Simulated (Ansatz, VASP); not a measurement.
# Tl: VASP beside Ansatz

```
Tl
1.0
     3.49056    0.00000    0.00000
    -1.74528    3.02291    0.00000
     0.00000    0.00000    5.52500
Tl
2
Direct
  0.66667 0.33333 0.75000
  0.33333 0.66667 0.25000
```

Alike in both runs: functional PBEsol; k mesh 7 × 7 × 4; occupations fermi-dirac, width 0.05 eV; no spin polarisation.

```csv
,VASP,Ansatz
version,VASP 6.6.1,Ansatz 0.2.0
potentials or method,"VASP PAW PBE potentials, release 64 (Tl_d)",Ansatz PAW
plane-wave cutoff (eV),520,420
valence electrons in the cell,26,26
task,single point,band structure
```

|  | VASP | Ansatz | Ansatz less VASP |
| --- | --- | --- | --- |
| gap on the k mesh at the Fermi level (eV) | none | none | - |
| pressure (GPa) | -0.6 | -0.5 | +0.06 |
| traceless stress, the component that is largest in VASP (GPa) | 0.47 | 0.48 | +0.007 |

VASP's potentials were made for PBE, not for PBEsol. A gap of «none» marks a metal or a gap that the smearing closes. With one functional, cell and mesh, what is left measures potentials, basis and numerics.

Neither program's run includes spin-orbit coupling.
